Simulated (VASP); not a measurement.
Te, 1 atom in the cell. It takes space group Fm-3m (No. 225, cubic). Conventional cell: a = 4.834 Å, b = 4.834 Å, c = 4.834 Å, α = 90.00°, β = 90.00°, γ = 90.00°. Te (site symmetry m-3m) has 12 Te at 3.42 Å within 4.5 Å. This isn't the form of Te at room conditions, which is trigonal, of chains.

```yaml
Program: VASP 6.6.1
Task: single point
Functional: PBE
Potentials_or_basis: VASP PAW PBE potentials, release 64 (Te)
Cutoff: 520 eV
k_mesh: 14 × 14 × 14
Occupations: fermi-dirac, width 0.05 eV
Spin: no spin polarisation
Dipole_correction: no
Further_INCAR_settings: ALGO = Normal; EDIFF = 1e-07; NBANDS = 9
```

Potentials or basis: VASP PAW PBE potentials, release 64 (Te).

Command:

```sh
$ cat potpaw_PBE.64/Te/POTCAR > POTCAR
$ mpirun -np 1 vasp_std > vasp.out
```

Hardware: 1 thread of Intel Xeon 8259CL, on a shared host.

Problem. How long does it take, and how much memory?

Solution. Wall time 44 s on 1 thread of Intel Xeon 8259CL, with other jobs on the host, peak memory 0.17 GiB. Counts: scf iterations 12, k points 104.
